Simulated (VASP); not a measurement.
# SnO (P4/nmm) in VASP: notebook

SnO is run at these levels: r2SCAN+D3(BJ); tasks: single point.

All numbers are computed with VASP 6.6.1; they aren't measurements. Logs are shortened: lines on timing, memory, paths and dates and some standing lists are left out, and cuts for length are marked.

### Step 1. The cell of the first run

Symmetry: P4/nmm, No. 129, tetragonal system. The conventional cell has a = 3.762 Å, b = 3.762 Å, c = 4.821 Å, α = 90.00°, β = 90.00°, γ = 90.00°. Sn (site symmetry 4mm) has 4 O at 2.20 Å within 2.9 Å. Within 2.9 Å of O (site symmetry -4m2) lie 4 Sn at 2.20 Å and 4 O at 2.66 Å.

### Step 2. Single point, r2SCAN+D3(BJ)

File POSCAR:

```
SnO
1.0
    3.7621524798      0.0000000000      0.0000000000
    0.0000000000      3.7621524798      0.0000000000
    0.0000000000      0.0000000000      4.8208658347
Sn O
2 2
Direct
    0.5000000000      0.0000000000      0.7646261400
    0.0000000000      0.5000000000      0.2353738600
    0.0000000000      0.0000000000      0.0000000000
    0.5000000000      0.5000000000      0.0000000000
```

File INCAR.step1:

```
  PREC = Accurate
  ENCUT = 520
  ISMEAR = -1
  SIGMA = 0.05
  LREAL = False
  LASPH = True
  NELM = 80
  NBANDS = 28
  GGA = PE
  ALGO = Normal
  EDIFF = 1E-4
  LWAVE = True
  LCHARG = False
```

File INCAR.step2:

```
  PREC = Accurate
  ENCUT = 520
  EDIFF = 1E-6
  ISMEAR = -1
  SIGMA = 0.05
  LREAL = False
  LASPH = True
  NELM = 80
  ALGO = Normal
  ISIF = 2
  LWAVE = False
  LCHARG = True
  METAGGA = R2SCAN
  LMIXTAU = True
  IVDW = 12
  LELF = True
  LVHAR = True
  NBANDS = 28
  VDW_S6 = 1.0
  VDW_S8 = 0.78981345
  VDW_A1 = 0.49484001
  VDW_A2 = 5.73083694
  ISTART = 1
```

File KPOINTS:

```
Automatic mesh
0
Gamma
  7 7 6
```

Potentials or basis: VASP PAW PBE potentials, release 64 (Sn_d, O).

Run with:

```
> cat potpaw_PBE.64/Sn_d/POTCAR potpaw_PBE.64/O/POTCAR > POTCAR
> cp INCAR.step1 INCAR
> mpirun -np 1 vasp_std > vasp.out
> cp INCAR.step2 INCAR
> mpirun -np 1 vasp_std > vasp.out
```

OUTCAR:

```text
PREC = Accurate
   ENCUT = 520
   EDIFF = 1E-6
   ISMEAR = -1
   LREAL = False
   LASPH = True
   NELM = 80
   ISIF = 2
   METAGGA = R2SCAN
   IVDW = 12
   ISTART = 1
 IVDW          = 12

 ion  position               nearest neighbor table
   1  0.500  0.000  0.765-   3 2.20   4 2.20   4 2.20   3 2.20   2 3.50   2 3.50   2 3.50   2 3.50
                             2 3.69   2 3.69   2 3.69   2 3.69
   2  0.000  0.500  0.235-   3 2.20   4 2.20   3 2.20   4 2.20   1 3.50   1 3.50   1 3.50   1 3.50
                             1 3.69   1 3.69   1 3.69   1 3.69
   3  0.000  0.000  0.000-   1 2.20   2 2.20   2 2.20   1 2.20
   4  0.500  0.500  0.000-   1 2.20   2 2.20   1 2.20   2 2.20

  LATTYP: Found a simple tetragonal cell.
 ALAT       =     3.7621524798
 C/A-ratio  =     1.2814116016

  Lattice vectors:

 A1 = (   3.7621524798,   0.0000000000,   0.0000000000)
 A2 = (   0.0000000000,   3.7621524798,   0.0000000000)
 A3 = (   0.0000000000,   0.0000000000,   4.8208658347)

Analysis of symmetry for initial positions (statically):
=====================================================================
 Subroutine PRICEL returns:
 Original cell was already a primitive cell.

 Routine SETGRP: Setting up the symmetry group for a
 simple tetragonal supercell.

 Subroutine GETGRP returns: Found 16 space group operations
 (whereof  8 operations were pure point group operations)
 out of a pool of 16 trial point group operations.

The static configuration has the point symmetry D_2d.
 The point group associated with its full space group is D_4h.

Analysis of symmetry for dynamics (positions and initial velocities):
=====================================================================
 Subroutine PRICEL returns:
 Original cell was already a primitive cell.

 Routine SETGRP: Setting up the symmetry group for a
 simple tetragonal supercell.

 Subroutine GETGRP returns: Found 16 space group operations
 (whereof  8 operations were pure point group operations)
 out of a pool of 16 trial point group operations.

The dynamic configuration has the point symmetry D_2d.
 The point group associated with its full space group is D_4h.

 Subroutine INISYM returns: Found 16 space group operations
 (whereof  8 operations are pure point group operations),
 and found     1 'primitive' translations

----------------------------------------------------------------------------------------

                                     Primitive cell

[... 94 lines left out ...]
   EDIFF  = 0.1E-05   stopping-criterion for ELM
   LREAL  =      F    real-space projection
   EDIFFG = 0.1E-04   stopping-criterion for IOM
   NSW    =      0    number of steps for IOM
   IBRION =     -1    ionic relax: 0-MD 1-quasi-New 2-CG
   NFREE  =      0    steps in history (QN), initial steepest desc. (CG)
   ISIF   =      2    stress and relaxation
   ISYM   =      2    0-nonsym 1-usesym 2-fastsym
   POTIM  = 0.5000    time-step for ionic-motion
   TEBEG  =    0.0;   TEEND  =   0.0 temperature during run
   PSTRESS=    0.0 pullay stress
   NELECT =      40.0000    total number of electrons
   NUPDOWN=      -1.0000    fix difference up-down
   EMIN   =  10.00;   EMAX   =-10.00  energy-range for DOS
   EFERMI =   0.00;   METHOD = LEGACY
   ISMEAR =    -1;   SIGMA  =   0.05  broadening in eV -4-tet -1-fermi 0-gaus
   EFERMI_NEDOS =   21; number of points for ismear=-14 and -15
   IALGO  =     38    algorithm
   IMIX   =      4    mixing-type and parameters
     AMIX     =   0.40;   BMIX     =  1.00
     AMIX_MAG =   1.60;   BMIX_MAG =  1.00
  volume/ion in A,a.u.               =      17.06       115.12
  Fermi-wavevector in a.u.,A,eV,Ry     =   1.370131  2.589173 25.541673  1.877260
  Thomas-Fermi vector in A             =   2.495945
   LORBIT       =      0    0 simple, 1 ext, 2 COOP (PROOUT), +10 PAW based schemes
   METAGGA = R2SCAN    functional components
   LHFCALC =     F    Hartree Fock is set to
   AEXX    =    0.0000 exact exchange contribution
   IVDW    =    12    specifies the selected vdW correction
   LEPSILON=     F    determine dielectric tensor
   LRPA    =     F    only Hartree local field effects (RPA)
 non-spin polarized calculation
  energy-cutoff  :      520.00
  volume of cell :       68.23
 maximum number of plane-waves:      1852
 NGX is ok and might be reduce to    28
   NGX = 13   NGY = 13   NGZ = 17

 number of electron      40.0000017 magnetization

 Free energy of the ion-electron system (eV)
  ---------------------------------------------------
  ext. energy  EPLUGINS =         0.00000000
  ---------------------------------------------------
  free energy    TOTEN  =       -66.86171001 eV

  energy without entropy =      -66.86139815  energy(sigma->0) =      -66.86155408

 E-fermi :   7.7813     XC(G=0): -11.0748

 val. band max:        7.6346416251   @ k =   0.0000   0.0000   0.0000
 cond. band min:       7.9671973498   @ k =   0.4286   0.4286   0.0000
 fundamental gap:      0.3325557246
 Fermi energy:         7.7813353662

 k-point     1 :       0.0000    0.0000    0.0000
  band No.  band energies     occupation
      1     -15.5895      2.00000
      2     -14.9262      2.00000
      3     -14.9145      2.00000
      4     -14.9145      2.00000
      5     -14.8590      2.00000
      6     -14.8523      2.00000
[... 733 lines left out ...]
     27      16.9214      0.00000
     28      17.7862      0.00000

 [... further k-points ...]

------------------------ aborting loop because EDIFF is reached ----------------------------------------

 Edisp (eV)   -0.45439

 E8    (eV) :    -0.1547

  FORCE on cell =-STRESS in cart. coord.  units (eV):
  Direction    XX          YY          ZZ          XY          YZ          ZX
  --------------------------------------------------------------------------------------
  -------------------------------------------------------------------------------------
  Total       1.60021     1.60021     1.15233     0.00000     0.00000     0.00000
  in kB      37.57414    37.57414    27.05769     0.00000     0.00000     0.00000
  external pressure =       34.07 kB  Pullay stress =        0.00 kB

 VOLUME and BASIS-vectors are now :
 -----------------------------------------------------------------------------
  energy-cutoff  :      520.00
  volume of cell :       68.23
      direct lattice vectors                 reciprocal lattice vectors
     3.762152480  0.000000000  0.000000000     0.265805282  0.000000000  0.000000000
     0.000000000  3.762152480  0.000000000     0.000000000  0.265805282  0.000000000
     0.000000000  0.000000000  4.820865835     0.000000000  0.000000000  0.207431618

 POSITION                                       TOTAL-FORCE (eV/Angst)
 -----------------------------------------------------------------------------------
      1.88108      0.00000      3.68616         0.000000      0.000000     -0.634654
      0.00000      1.88108      1.13471        -0.000000      0.000000      0.634654
      0.00000      0.00000      0.00000        -0.000000      0.000000      0.000000
      1.88108      1.88108      0.00000        -0.000000     -0.000000      0.000000
 -----------------------------------------------------------------------------------
    total drift:                                0.000000      0.000000      0.000000

  FREE ENERGIE OF THE ION-ELECTRON SYSTEM (eV)
  ---------------------------------------------------
  free  energy   TOTEN  =       -67.3160977648 eV

  energy  without entropy=      -67.3157859065  energy(sigma->0) =      -67.31594184
```

OUTCAR.step1:

```text
PREC = Accurate
   ENCUT = 520
   ISMEAR = -1
   LREAL = False
   LASPH = True
   NELM = 80
[... 976 lines left out ...]
      0.00000      1.88108      1.13471        -0.000000      0.000000      1.076137
      0.00000      0.00000      0.00000        -0.000000      0.000000      0.000000
      1.88108      1.88108      0.00000        -0.000000     -0.000000      0.000000
 -----------------------------------------------------------------------------------
    total drift:                                0.000000      0.000000      0.000000

  FREE ENERGIE OF THE ION-ELECTRON SYSTEM (eV)
  ---------------------------------------------------
  free  energy   TOTEN  =       -22.5761869030 eV

  energy  without entropy=      -22.5753134274  energy(sigma->0) =      -22.57575017
```

OSZICAR.step1:

```text
N       E                     dE             d eps       ncg     rms          rms(c)
DAV:   1     0.418933494550E+03    0.41893E+03   -0.19964E+04  2336   0.222E+03
DAV:   2     0.373336987769E+02   -0.38160E+03   -0.36613E+03  2308   0.542E+02
DAV:   3    -0.232586891635E+02   -0.60592E+02   -0.59483E+02  2572   0.182E+02
DAV:   4    -0.261554287056E+02   -0.28967E+01   -0.28816E+01  2568   0.419E+01
DAV:   5    -0.262219341868E+02   -0.66505E-01   -0.66495E-01  2432   0.692E+00    0.118E+01
DAV:   6    -0.225724697636E+02    0.36495E+01   -0.15902E+01  3596   0.439E+01    0.481E+00
DAV:   7    -0.225936520720E+02   -0.21182E-01   -0.18904E+00  2676   0.841E+00    0.248E+00
DAV:   8    -0.225830413012E+02    0.10611E-01   -0.26694E-01  3108   0.379E+00    0.813E-01
DAV:   9    -0.225752075655E+02    0.78337E-02   -0.48129E-02  3420   0.245E+00    0.228E-01
DAV:  10    -0.225763299063E+02   -0.11223E-02   -0.63864E-03  2956   0.721E-01    0.115E-01
DAV:  11    -0.225761529780E+02    0.17693E-03   -0.13644E-03  3376   0.378E-01    0.236E-02
DAV:  12    -0.225761869030E+02   -0.33925E-04   -0.23208E-04  2084   0.859E-02
   1 F= -.22576187E+02 E0= -.22575750E+02  d E =-.873476E-03
```

It took 3.7 min on 1 thread of Intel Xeon Platinum 8259CL at 2.50GHz (Skylake/Cascade Lake), shared host; peak memory 0.21 GiB.

Results:

| Item | Value |
| --- | --- |
| Free energy | -67.3161 eV |
| Pressure | 3.4 GPa |
| Largest force | 0.635 eV/Å |
| Band gap on the k mesh | 0.33 eV (least direct gap 2.34 eV) |
| Dispersion energy per atom | -0.114 eV |

Forces on the atoms (eV/Å):
```
Sn   0.000  0.000 -0.635
Sn   0.000  0.000  0.635
O    0.000  0.000  0.000
O    0.000  0.000  0.000
```

Caveat: the cell stands under pressure; the PAW data sets were made with another functional, which shifts forces and pressure a little; spin-orbit coupling is left out, which moves the levels of the heavy elements; an odd mesh through Γ misses points on the zone boundary, where band edges can lie.

### Step 3. Single point, r2SCAN+D3(BJ)

This run uses another cell than the first one, of 17.41 Å³/atom.

File POSCAR:

```
SnO
1.0
    3.7880991788      0.0000000000      0.0000000000
    0.0000000000      3.7880991788      0.0000000000
    0.0000000000      0.0000000000      4.8541142359
Sn O
2 2
Direct
    0.5000000000      0.0000000000      0.7646261400
    0.0000000000      0.5000000000      0.2353738600
    0.0000000000      0.0000000000      0.0000000000
    0.5000000000      0.5000000000      0.0000000000
```

File INCAR.step1:

```
PREC = Accurate
ENCUT = 520
ISMEAR = -1
SIGMA = 0.05
LREAL = F
LASPH = T
NELM = 60
NBANDS = 28
GGA = PE
ALGO = Normal
EDIFF = 1E-4
LWAVE = T
LCHARG = F
```

File INCAR.step2:

```
PREC = Accurate
ENCUT = 520
EDIFF = 1E-7
ISMEAR = -1
SIGMA = 0.05
LREAL = F
LASPH = T
NELM = 60
ALGO = Normal
ISIF = 2
LWAVE = F
LCHARG = F
METAGGA = R2SCAN
LMIXTAU = T
IVDW = 12
VDW_S6 = 1.0
VDW_S8 = 0.78981345
VDW_A1 = 0.49484001
VDW_A2 = 5.73083694
NBANDS = 28
ISTART = 1
```

KPOINTS is that of step 2.

Potentials or basis: VASP PAW PBE potentials, release 64 (Sn_d, O).

Run with:

```
> cat potpaw_PBE.64/Sn_d/POTCAR potpaw_PBE.64/O/POTCAR > POTCAR
> cp INCAR.step1 INCAR
> mpirun -np 1 vasp_std > vasp.out
> cp INCAR.step2 INCAR
> mpirun -np 1 vasp_std > vasp.out
```

Wall time 3.7 min (1 thread of Intel Xeon Platinum 8259CL at 2.50GHz (Skylake/Cascade Lake), shared host); peak memory 0.21 GiB.

The run converged. Its results:

```yaml
Free_energy: -67.3376 eV
Pressure: 1.1 GPa
Largest_force: 0.315 eV/Å
Band_gap_on_the_k_mesh: 0.42 eV (least direct gap 2.36 eV)
Dispersion_energy_per_atom: -0.111 eV
```

Forces in eV/Å, atoms in the order of the input:
```
Sn   0.000  0.000 -0.315
Sn   0.000  0.000  0.315
O    0.000  0.000  0.000
O    0.000  0.000  0.000
```

Stress tensor (GPa, compression positive):
```
1.28 0.00 0.00
0.00 1.28 0.00
0.00 0.00 0.86
```

Levels at points of the mesh, in eV from the valence-band top:
```csv
k point,band 16,band 17,band 18,band 19,band 20,band 21,band 22,band 23,band 24,band 25
"(0.00, 0.00, 0.00)",-6.89,-4.01,-3.71,-3.71,0.00,2.40,4.49,4.92,4.92,6.04
"(0.00, 0.00, 0.50)",-4.07,-3.72,-3.72,-3.12,-2.63,1.94,3.15,3.15,3.84,8.29
```

Caveat: the PAW data sets were made with another functional, which shifts forces and pressure a little; spin-orbit coupling is left out, which moves the levels of the heavy elements; an odd mesh through Γ misses points on the zone boundary, where band edges can lie.

(Continued in part 2 of 2.)
